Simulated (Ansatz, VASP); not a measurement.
One calculation of Hf, two programs

INCAR

```
SYSTEM = Hf
PREC     = Accurate       ! precision mode
ENCUT    = 520            ! plane-wave cutoff, eV
EDIFF    = 1E-6           ! SCF threshold, eV
ISMEAR   = -1             ! smearing method
SIGMA    = 0.1            ! smearing width, eV
LREAL    = .False.        ! projectors in reciprocal space
LASPH    = .True.         ! aspherical terms in the spheres
NELM     = 100            ! most SCF steps
ALGO     = Normal         ! electronic algorithm
ISIF     = 2              ! what is computed and relaxed
LWAVE    = .False.        ! write WAVECAR
LCHARG   = .False.        ! write CHGCAR
GGA      = B5             ! functional
ALDAX    = 1.0          
AGGAX    = 1.0          
AGGAC    = 1.0          
ALDAC    = 0.0          
NBANDS   = 17             ! bands
```

Contents of KPOINTS:

```
regular mesh
0
Gamma
  18 18 10
  0 0 0
```

Contents of POSCAR:

```
Hf
1.0
    3.2322797444      0.0000000000      0.0000000000
   -1.6161398722      2.7992363708      0.0000000000
    0.0000000000      0.0000000000      5.1149553802
Hf
2
Direct
    0.3333333333      0.6666666667      0.2500000000
    0.6666666667      0.3333333333      0.7500000000
```

Input for Ansatz:

```yaml
crystal:
  lattice:
    - [3.2322797444, 0.0, 0.0]
    - [-1.6161398722, 2.7992363708, 0.0]
    - [0.0, 0.0, 5.1149553802]
  atoms:
    - { symbol: Hf, position: [0.3333333333, 0.6666666667, 0.25] }
    - { symbol: Hf, position: [0.6666666667, 0.3333333333, 0.75] }
hamiltonian:
  xc: blyp
  pseudopotentials:
    kind: paw
    azcp:
      Hf: "pseudopotentials/Hf.paw.azcp"
basis:
  ecutwfc: 420
  fft_grid_basis: typed
kpoints:
  mp_grid: { grid: [18, 18, 10], shift: [0, 0, 0] }
magnetization:
  spin_polarized: false
scf:
  occupations: { method: fermi_dirac, width: 0.1 }
output:
  stress: true
```

Alike in both runs: task single point; functional BLYP; k mesh 18 × 18 × 10; occupations fermi-dirac, width 0.1 eV; no spin polarisation.

|  | VASP | Ansatz |
| --- | --- | --- |
| version | VASP 6.6.1 | Ansatz 0.2.0 |
| potentials or method | VASP PAW PBE potentials, release 64 (Hf_pv), cutoff 520 eV | plane waves (420 eV) with PAW, scalar-relativistic |
| valence electrons in the cell | 20 | 52 |

|  | VASP | Ansatz | Ansatz less VASP |
| --- | --- | --- | --- |
| pressure (GPa) | 0.0 | 0.0 | -0.01 |

VASP's potentials were made for PBE, not for BLYP. VASP's potentials hold 20 valence electrons a cell and Ansatz's 52, so a difference there can come from the potentials and not from the codes.

Spin-orbit coupling is off throughout.
